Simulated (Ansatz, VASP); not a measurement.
## Two plane-wave programs on TiAl

File INCAR:

```
SYSTEM = TiAl
PREC = Accurate
ENCUT = 520
EDIFF = 1E-7
ISMEAR = 0
SIGMA = 0.15
LREAL = .False.
LASPH = .True.
NELM = 60
ALGO = Fast
ISIF = 2
LWAVE = .False.
LCHARG = .True.
LELF = .True.
LVHAR = .True.
NBANDS = 14
```

The input KPOINTS:

```
regular mesh
0
Gamma
  16 16 16
  0 0 0
```

File POSCAR:

```
TiAl
1.0
    3.1503930257      0.0000000000      0.0000000000
    0.0000000000      3.1503930257      0.0000000000
    0.0000000000      0.0000000000      2.9799567631
Ti Al
1 1
Direct
    0.0000000000      0.0000000000      0.0000000000
    0.5000000000      0.5000000000      0.5000000000
```

Input for Ansatz:

```yaml
crystal:
  lattice:
    - [3.1503930257, 0.0, 0.0]
    - [0.0, 3.1503930257, 0.0]
    - [0.0, 0.0, 2.9799567631]
  atoms:
    - { symbol: Ti, position: [0.0, 0.0, 0.0] }
    - { symbol: Al, position: [0.5, 0.5, 0.5] }
basis:
  ecutwfc: 520.0
kpoints:
  mp_grid: { grid: [16, 16, 16] }
hamiltonian:
  xc: lda
  pseudopotentials: { kind: paw, azcp: { folder: soft_1 } }
scf:
  occupations: { method: gaussian, width: 0.15 }
output:
  forces: true
  stress: true
  eigenvalues: true
  write_density: true
  write_potential: true
  elf: true
  volumetric_format: npy
```

Alike in both runs: task single point; functional LDA; k mesh 16 × 16 × 16; occupations gaussian, width 0.15 eV; no spin polarisation.

|  | VASP | Ansatz |
| --- | --- | --- |
| version | VASP 6.6.1 | Ansatz 0.2.0 |
| potentials or method | VASP PAW LDA potentials, release 64 (Ti_sv, Al), cutoff 520 eV | scalar-relativistic, plane waves, PAW |
| valence electrons in the cell | 15 | 15 |

VASP gave:

```
gap on the k mesh at the Fermi level (eV)                     : none
pressure (GPa)                                                : 4.4
traceless stress, the component that is largest in VASP (GPa) : -1.15
```

Task: Which values does Ansatz return?

Result: gap on the k mesh at the Fermi level (eV): none; pressure (GPa): 4.2; traceless stress, the component that is largest in VASP (GPa): -1.14.

Ansatz warns that its potentials were made for another functional, while VASP's fit it. LDA's correlation is that of Perdew and Zunger in VASP and of Perdew and Wang (1992) in Ansatz. A gap of «none» marks a metal or a gap that the smearing closes.
